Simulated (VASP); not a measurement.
Here is a VASP 6.6.1 calculation.

File INCAR:

```
SYSTEM = BaTe
  PREC = Accurate
  ENCUT = 520
  EDIFF = 1E-6
  ISMEAR = 0
  SIGMA = 0.1
  LREAL = .False.
  LASPH = .True.
  NELM = 80
  ALGO = Normal
  ISIF = 2
  LWAVE = .False.
  LCHARG = .True.
  GGA = PS
  LELF = .True.
  LVHAR = .True.
  NBANDS = 15
```

KPOINTS

```
regular mesh
0
Gamma
  4 4 4
  0 0 0
```

POSCAR

```
BaTe
1.0
    4.2624660000      0.0000000000      0.0000000000
    0.0000000000      4.2624660000      0.0000000000
    0.0000000000      0.0000000000      4.2624660000
Ba Te
1 1
Direct
    0.0000000000      0.0000000000      0.0000000000
    0.5000000000      0.5000000000      0.5000000000
```

Potentials or basis: VASP PAW PBE potentials, release 64 (Ba_sv, Te).

The run is started by

```bash
$ cat potpaw_PBE.64/Ba_sv/POTCAR potpaw_PBE.64/Te/POTCAR > POTCAR
$ mpirun -np 1 vasp_std > vasp.out
```

Question: Estimate the pressure.

Answer: -1.6 GPa.

Question: Estimate the band gap on the k mesh.

Answer: 0.68 eV (least direct gap 0.87 eV).

Caveat: the PAW data sets were made with another functional, which shifts forces and pressure a little; spin-orbit coupling is left out, which moves the levels of the heavy elements. A k mesh can miss the band edges.
